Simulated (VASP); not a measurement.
Write the native input for VASP 6.6.1 that does the following.

- Task: single point
- Functional: PBE
- Dispersion: D3(BJ)
- Potentials or basis: VASP PAW PBE potentials, release 64 (I)
- Cutoff: 520 eV
- k mesh: 18 × 18 × 18
- Occupations: gaussian, width 0.1 eV
- Spin: no spin polarisation
- Dipole correction: no
- Further INCAR settings: ALGO = Normal; EDIFF = 1e-06; NBANDS = 10

The structure of I lies in POSCAR:

```
I
1.0
   -1.5994450339      1.5994450339      3.6871717476
    1.5994450339     -1.5994450339      3.6871717476
    1.5994450339      1.5994450339     -3.6871717476
I
1
Direct
    0.0000000000      0.0000000000      0.0000000000
```

The input as run:

INCAR

```
ALGO = Normal
EDIFF = 1E-6
ENCUT = 520
GGA = PE
ISIF = 2
ISMEAR = 0
IVDW = 12
LASPH = True
LCHARG = True
LELF = True
LREAL = False
LVHAR = True
LWAVE = False
NBANDS = 10
NELM = 100
PREC = Accurate
SIGMA = 0.1
```

KPOINTS

```
k-points
0
Gamma
  18 18 18
```

Potentials or basis: VASP PAW PBE potentials, release 64 (I).

The run is started by

```sh
$ cat potpaw_PBE.64/I/POTCAR > POTCAR
$ mpirun -np 1 vasp_std > vasp.out
```

Results of the run:

- Pressure: -0.1 GPa
- Dispersion energy per atom: -0.346 eV

Caveat: an odd number of electrons without spin polarisation forces a metal; a magnetic or distorted state may lie lower; pairwise dispersion overbinds metals, which lowers pressure and volume.

Run time: 53 s on 1 thread of Intel(R) Xeon(R) 6975P-C (Granite Rapids) (shared host), peak memory 0.31 GiB.
